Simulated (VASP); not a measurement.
# Al6N in VASP: single point with PBE

Aim: the single point of Al6N with PBE.

Everything below comes from runs of VASP 6.6.1. Logs are shortened: lines on timing, memory, paths and dates and some standing lists are left out, and cuts for length are marked.

## 1. The cell of the first run

The cell holds a slab with vacuum, 14 atoms: a = 5.714 Å, b = 5.714 Å, c = 21.201 Å, α = 90.00°, β = 90.00°, γ = 120.00°.

## 2. Single point, PBE

INCAR

```
SYSTEM = Al6N
PREC = Accurate
ENCUT = 520
EDIFF = 1E-7
ISMEAR = 0
SIGMA = 0.1
LREAL = .FALSE.
LASPH = .TRUE.
NELM = 80
ALGO = Normal
ISIF = 2
LWAVE = .FALSE.
LCHARG = .TRUE.
LDIPOL = .TRUE.
IDIPOL = 3
DIPOL = 0.5 0.5 0.344
GGA = PE
LELF = .TRUE.
LVHAR = .TRUE.
LVACPOTAV = .TRUE.
NBANDS = 36
```

KPOINTS

```
Automatic mesh
0
G
  6 6 1
  0 0 0
```

POSCAR

```
Al6N
1.0
    5.7135165839      0.0000000000      0.0000000000
   -2.8567582919      4.9480505066      0.0000000000
    0.0000000000      0.0000000000     21.2013781942
Al N
12 2
Direct
    0.3333333333      0.1666666667      0.1886669802
    0.3333333333      0.6666666667      0.1886669802
    0.8333333334      0.1666666667      0.1886669802
    0.8333333333      0.6666666667      0.1886669802
    0.1666666667      0.3333333333      0.2971844467
    0.1666666667      0.8333333333      0.2971844467
    0.6666666667      0.3333333333      0.2971844467
    0.6666666667      0.8333333333      0.2971844467
    0.0000000000      0.0000000000      0.4056990124
    0.0000000000      0.5000000000      0.4056990124
    0.5000000000      0.0000000000      0.4056990124
    0.5000000000      0.5000000000      0.4056990124
    0.0833333334      0.1666666667      0.5976155246
    0.0833333334      0.1666666667      0.6496068468
```

Potentials or basis: VASP PAW PBE potentials, release 64 (Al, N).

On the command line:

```
$ cat potpaw_PBE.64/Al/POTCAR potpaw_PBE.64/N/POTCAR > POTCAR
$ mpirun -np 1 vasp_std > vasp.out
```

OUTCAR:

```text
SYSTEM = Al6N
   PREC = Accurate
   ENCUT = 520
   EDIFF = 1E-7
   ISMEAR = 0
   LREAL = .FALSE.
   LASPH = .TRUE.
   NELM = 80
   ISIF = 2
   GGA = PE

 ion  position               nearest neighbor table
   1  0.333  0.167  0.189-   5 2.83   6 2.83   7 2.83   3 2.86   2 2.86   2 2.86   4 2.86   4 2.86
                             3 2.86
   2  0.333  0.667  0.189-   6 2.83   5 2.83   8 2.83   3 2.86   1 2.86   1 2.86   4 2.86   4 2.86
                             3 2.86
   3  0.833  0.167  0.189-   7 2.83   5 2.83   8 2.83   1 2.86   4 2.86   2 2.86   4 2.86   2 2.86
                             1 2.86
   4  0.833  0.667  0.189-   8 2.83   7 2.83   6 2.83   3 2.86   2 2.86   2 2.86   1 2.86   1 2.86
                             3 2.86
   5  0.167  0.333  0.297-   9 2.83  12 2.83  10 2.83   1 2.83   3 2.83   2 2.83   6 2.86   6 2.86
                             7 2.86   7 2.86   8 2.86   8 2.86
   6  0.167  0.833  0.297-  10 2.83  11 2.83   9 2.83   2 2.83   1 2.83   4 2.83   5 2.86   5 2.86
                             8 2.86   8 2.86   7 2.86   7 2.86
   7  0.667  0.333  0.297-  11 2.83  10 2.83  12 2.83   3 2.83   4 2.83   1 2.83   8 2.86   8 2.86
                             5 2.86   5 2.86   6 2.86   6 2.86
   8  0.667  0.833  0.297-  12 2.83   9 2.83  11 2.83   4 2.83   3 2.83   2 2.83   7 2.86   7 2.86
                             6 2.86   6 2.86   5 2.86   5 2.86
   9  0.000  0.000  0.406-   5 2.83   8 2.83   6 2.83  10 2.86  10 2.86  11 2.86  11 2.86  12 2.86
                            12 2.86
  10  0.000  0.500  0.406-   6 2.83   7 2.83   5 2.83   9 2.86   9 2.86  12 2.86  12 2.86  11 2.86
                            11 2.86
  11  0.500  0.000  0.406-   7 2.83   6 2.83   8 2.83  12 2.86  12 2.86   9 2.86   9 2.86  10 2.86
                            10 2.86
  12  0.500  0.500  0.406-   8 2.83   5 2.83   7 2.83  11 2.86  11 2.86  10 2.86  10 2.86   9 2.86
                             9 2.86
  13  0.083  0.167  0.598-  14 1.10
  14  0.083  0.167  0.650-  13 1.10

  LATTYP: Found a hexagonal cell.
 ALAT       =     5.7135165839
 C/A-ratio  =     3.7107406416

  Lattice vectors:

 A1 = (   5.7135165839,   0.0000000000,   0.0000000000)
 A2 = (  -2.8567582919,   4.9480505066,   0.0000000000)
 A3 = (   0.0000000000,   0.0000000000,  21.2013781942)

Analysis of symmetry for initial positions (statically):
=====================================================================
 Subroutine PRICEL returns:
 Original cell was already a primitive cell.

 Routine SETGRP: Setting up the symmetry group for a
 hexagonal supercell.

 Subroutine GETGRP returns: Found  2 space group operations
 (whereof  2 operations were pure point group operations)
 out of a pool of 24 trial point group operations.

The static configuration has the point symmetry C_1h.

Analysis of symmetry for dynamics (positions and initial velocities):
=====================================================================
 Subroutine PRICEL returns:
 Original cell was already a primitive cell.

 Routine SETGRP: Setting up the symmetry group for a
 hexagonal supercell.

 Subroutine GETGRP returns: Found  2 space group operations
 (whereof  2 operations were pure point group operations)
 out of a pool of 24 trial point group operations.

The dynamic configuration has the point symmetry C_1h.

 Subroutine INISYM returns: Found  2 space group operations
 (whereof  2 operations are pure point group operations),
 and found     1 'primitive' translations

----------------------------------------------------------------------------------------

                                     Primitive cell

  volume of cell :     599.3793

  direct lattice vectors                    reciprocal lattice vectors
     5.713516584  0.000000000  0.000000000     0.175023558  0.101049898  0.000000000
    -2.856758292  4.948050507  0.000000000     0.000000000  0.202099796  0.000000000
     0.000000000  0.000000000 21.201378194     0.000000000  0.000000000  0.047166745

  length of vectors
     5.713516584  5.713516584 21.201378194     0.202099796  0.202099796  0.047166745

  position of ions in fractional coordinates (direct lattice)
     0.333333333  0.166666667  0.188666980
     0.333333333  0.666666667  0.188666980
     0.833333333  0.166666667  0.188666980
     0.833333333  0.666666667  0.188666980
     0.166666667  0.333333333  0.297184447
[... 51 lines left out ...]
 Found     13 irreducible k-points:

 Following reciprocal coordinates:
            Coordinates               Weight
  0.000000  0.000000  0.000000      1.000000
  0.166667 -0.000000  0.000000      4.000000
  0.000000  0.166667  0.000000      2.000000
  0.333333 -0.000000  0.000000      4.000000
  0.000000  0.333333  0.000000      2.000000
  0.500000 -0.000000  0.000000      2.000000
  0.000000  0.500000  0.000000      1.000000
  0.166667  0.166667  0.000000      4.000000
 -0.333333  0.166667  0.000000      2.000000
  0.333333  0.166667  0.000000      4.000000
 -0.166667  0.500000  0.000000      4.000000
  0.500000  0.333333  0.000000      4.000000
  0.333333  0.333333  0.000000      2.000000
   k-points           NKPTS =     13   k-points in BZ     NKDIM =     13   number of bands    NBANDS=     36
   number of dos      NEDOS =    301   number of ions     NIONS =     14
   total plane-waves  NPLWV = 282240
   dimension x,y,z NGX =    42 NGY =   42 NGZ =  160
   dimension x,y,z NGXF=    84 NGYF=   84 NGZF=  320
   ions per type =              12   2
   NGX,Y,Z   is equivalent  to a cutoff of  12.22, 12.22, 12.55 a.u.
   NGXF,Y,Z  is equivalent  to a cutoff of  24.44, 24.44, 25.09 a.u.
 SYSTEM =  Al6N
   PREC   = accura    normal or accurate (medium, high low for compatibility)
   ISTART =      0    job   : 0-new  1-cont  2-samecut
   ICHARG =      2    charge: 1-file 2-atom 10-const
   ISPIN  =      1    spin polarized calculation?
   LNONCOLLINEAR =      F non collinear calculations
   LSORBIT =      F    spin-orbit coupling
   LASPH  =      T    aspherical Exc in radial PAW
   ENCUT  =  520.0 eV  38.22 Ry    6.18 a.u.  10.62 10.62 39.42*2*pi/ulx,y,z
   NELM   =     80;   NELMIN=  2; NELMDL= -5     # of ELM steps
   EDIFF  = 0.1E-06   stopping-criterion for ELM
   LREAL  =      F    real-space projection
   EDIFFG = 0.1E-05   stopping-criterion for IOM
   NSW    =      0    number of steps for IOM
   IBRION =     -1    ionic relax: 0-MD 1-quasi-New 2-CG
   NFREE  =      0    steps in history (QN), initial steepest desc. (CG)
   ISIF   =      2    stress and relaxation
   ISYM   =      2    0-nonsym 1-usesym 2-fastsym
   POTIM  = 0.5000    time-step for ionic-motion
   TEBEG  =    0.0;   TEEND  =   0.0 temperature during run
   PSTRESS=    0.0 pullay stress
   NELECT =      46.0000    total number of electrons
   NUPDOWN=      -1.0000    fix difference up-down
   EMIN   =  10.00;   EMAX   =-10.00  energy-range for DOS
   EFERMI =   0.00;   METHOD = LEGACY
   ISMEAR =     0;   SIGMA  =   0.10  broadening in eV -4-tet -1-fermi 0-gaus
   EFERMI_NEDOS =   21; number of points for ismear=-14 and -15
   IALGO  =     38    algorithm
   IMIX   =      4    mixing-type and parameters
     AMIX     =   0.40;   BMIX     =  1.00
     AMIX_MAG =   1.60;   BMIX_MAG =  1.00
  volume/ion in A,a.u.               =      42.81       288.92
  Fermi-wavevector in a.u.,A,eV,Ry     =   0.695708  1.314697  6.585347  0.484009
  Thomas-Fermi vector in A             =   1.778555
   LORBIT       =      0    0 simple, 1 ext, 2 COOP (PROOUT), +10 PAW based schemes
   GGA     = PE    functional components
   LHFCALC =     F    Hartree Fock is set to
   AEXX    =    0.0000 exact exchange contribution
   IVDW    =     0    specifies the selected vdW correction
   LEPSILON=     F    determine dielectric tensor
   LRPA    =     F    only Hartree local field effects (RPA)
 non-spin polarized calculation
 Gauss-broadening in eV      SIGMA  =   0.10
  energy-cutoff  :      520.00
  volume of cell :      599.38
 maximum number of plane-waves:     16171
   NGX = 21   NGY = 21   NGZ = 79

 dipolmoment           0.000000      0.000000     -0.001577 electrons x Angstroem

 number of electron      46.0000000 magnetization

 dipolmoment           0.000000      0.000000      0.002490 electrons x Angstroem

 Free energy of the ion-electron system (eV)
  ---------------------------------------------------
  ext. energy  EPLUGINS =         0.00000000
  ---------------------------------------------------
  free energy    TOTEN  =       -58.77979355 eV

  energy without entropy =      -58.74838466  energy(sigma->0) =      -58.76408911

 E-fermi :   0.3471     XC(G=0):  -4.8254

 val. band max:        0.3292420112   @ k =   0.3333   0.1667   0.0000
 cond. band min:       0.3961463145   @ k =   0.1667   0.1667   0.0000
 fundamental gap:      0.0669043032
 Fermi energy:         0.3471135330

 k-point     1 :       0.0000    0.0000    0.0000
  band No.  band energies     occupation
      1     -24.2338      2.00000
      2     -10.2262      2.00000
      3      -9.3536      2.00000
      4      -8.5167      2.00000
      5      -7.4954      2.00000
      6      -7.4952      2.00000
[... 483 lines left out ...]
     34       3.1716      0.00000
     35       3.6857      0.00000
 [bands above 35 left out]

------------------------ aborting loop because EDIFF is reached ----------------------------------------

  FORCE on cell =-STRESS in cart. coord.  units (eV):
  Direction    XX          YY          ZZ          XY          YZ          ZX
  --------------------------------------------------------------------------------------
  -------------------------------------------------------------------------------------
  Total       -2.8190115     -2.8229006      1.7777152     -0.0000000      0.0016572      0.0000000
  in kB       -7.5353899     -7.5457856      4.7519412     -0.0000000      0.0044298      0.0000000
  external PRESSURE =      -3.4430781 kB  Pullay stress =       0.0000000 kB

 VOLUME and BASIS-vectors are now :
 -----------------------------------------------------------------------------
  energy-cutoff  :      520.00
  volume of cell :      599.38
      direct lattice vectors                 reciprocal lattice vectors
     5.713516584  0.000000000  0.000000000     0.175023558  0.101049898  0.000000000
    -2.856758292  4.948050507  0.000000000     0.000000000  0.202099796  0.000000000
     0.000000000  0.000000000 21.201378194     0.000000000  0.000000000  0.047166745

 POSITION                                       TOTAL-FORCE (eV/Angst)
 -----------------------------------------------------------------------------------
      1.42838      0.82468      4.00000        -0.001821     -0.000124      0.002956
     -0.00000      3.29870      4.00000        -0.000000     -0.000438      0.003950
      4.28514      0.82468      4.00000         0.001821     -0.000124      0.002956
      2.85676      3.29870      4.00000         0.000000      0.000595      0.003107
      0.00000      1.64935      6.30072        -0.000000     -0.002671     -0.003480
     -1.42838      4.12338      6.30072        -0.002463      0.001010      0.000398
      2.85676      1.64935      6.30072        -0.000000     -0.000255     -0.000243
      1.42838      4.12338      6.30072         0.002463      0.001010      0.000398
      0.00000      0.00000      8.60138         0.000000      0.002892     -0.002013
     -1.42838      2.47403      8.60138         0.001231     -0.002345     -0.003214
      2.85676      0.00000      8.60138         0.000000      0.002924     -0.002637
      1.42838      2.47403      8.60138        -0.001231     -0.002345     -0.003214
      0.00000      0.82468     12.67027        -0.000000     -0.000026     -1.744405
      0.00000      0.82468     13.77256        -0.000000     -0.000103      1.745440
 -----------------------------------------------------------------------------------
    total drift:                               -0.000001      0.000126      0.000364

  FREE ENERGIE OF THE ION-ELECTRON SYSTEM (eV)
  ---------------------------------------------------
  free  energy   TOTEN  =       -58.7797935525 eV

  energy  without entropy=      -58.7483846627  energy(sigma->0) =      -58.76408911

 vacuum level on the upper side and lower side of the slab         4.282         4.265
```

Wall time 19 min (1 thread of Intel Xeon 8259CL, shared host); peak memory 0.69 GiB.

Results:

- Free energy: -58.7798 eV
- Largest force: 1.745 eV/Å
- Band gap on the k mesh: zero (bands 23 and 24 overlap by 1.02 eV)

Forces in eV/Å, atoms in the order of the input:
```
Al  -0.002  0.000  0.003
Al   0.000  0.000  0.004
Al   0.002  0.000  0.003
Al   0.000  0.001  0.003
Al   0.000 -0.003 -0.003
Al  -0.002  0.001  0.000
Al   0.000  0.000  0.000
Al   0.002  0.001  0.000
Al   0.000  0.003 -0.002
Al   0.001 -0.002 -0.003
Al   0.000  0.003 -0.003
Al  -0.001 -0.002 -0.003
N    0.000  0.000 -1.744
N    0.000  0.000  1.745
```

Levels at points of the mesh, in eV from the Fermi level:
| k point | band 19 | band 20 | band 21 | band 22 | band 23 | band 24 | band 25 | band 26 | band 27 | band 28 |
| --- | --- | --- | --- | --- | --- | --- | --- | --- | --- | --- |
| (0.00, 0.00, 0.00) | -2.74 | -2.73 | -2.73 | -0.39 | -0.39 | -0.39 | -0.15 | -0.15 | -0.15 | 0.52 |
| (0.50, 0.00, 0.00) | -1.64 | -0.49 | -0.49 | -0.22 | -0.22 | 0.94 | 0.94 | 1.30 | 1.32 | 1.56 |
| (0.00, 0.50, 0.00) | -1.64 | -0.49 | -0.49 | -0.22 | -0.22 | 0.94 | 0.94 | 1.30 | 1.32 | 1.56 |

Caveat: the standard files for N, O and F lose accuracy on very short bonds.

The gap in the log of VASP goes by the Fermi energy; the results here count the filled bands.